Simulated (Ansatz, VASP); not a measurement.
**TaN: VASP beside Ansatz**

```xyz
2
Lattice="2.9380 0.0000 0.0000 -1.4690 2.5444 0.0000 0.0000 0.0000 2.8830" Properties=species:S:1:pos:R:3 pbc="T T T"
Ta    0.0000    1.6963    1.4415
N     0.0000    0.0000    0.0000
```

Alike in both runs: task relaxation of cell and atoms; functional PBE; k mesh 10 × 10 × 9; occupations fermi-dirac, width 0.05 eV; no spin polarisation; Hubbard terms Ta d U = 8.0 eV.

|  | VASP | Ansatz |
| --- | --- | --- |
| version | VASP 6.6.1 | Ansatz 0.2.0 |
| potentials or method | VASP PAW PBE potentials, release 64 (Ta_sv_GW, N) | Ansatz PAW |
| plane-wave cutoff (eV) | 600 | 420 |
| valence electrons in the cell | 18 | 18 |

|  | VASP | Ansatz | Ansatz less VASP |
| --- | --- | --- | --- |
| gap on the k mesh at the Fermi level, each at its own relaxed structure (eV) | none | none | - |
| relaxed volume (Å³/atom) | 11.80 | 11.26 | -0.538 |
| relaxed cell length with the largest relative difference (Å) | 2.974 | 2.896 | -0.0785 |

The programs project onto different local orbitals, so the same U acts differently, and such runs can settle in different states. A gap of «none» marks a metal or a gap that the smearing closes.

Neither program's run includes spin-orbit coupling. Noted on Ansatz's run: the plane-wave basis is chosen anew once the cell has moved, so the energies of steps on either side of that aren't comparable.
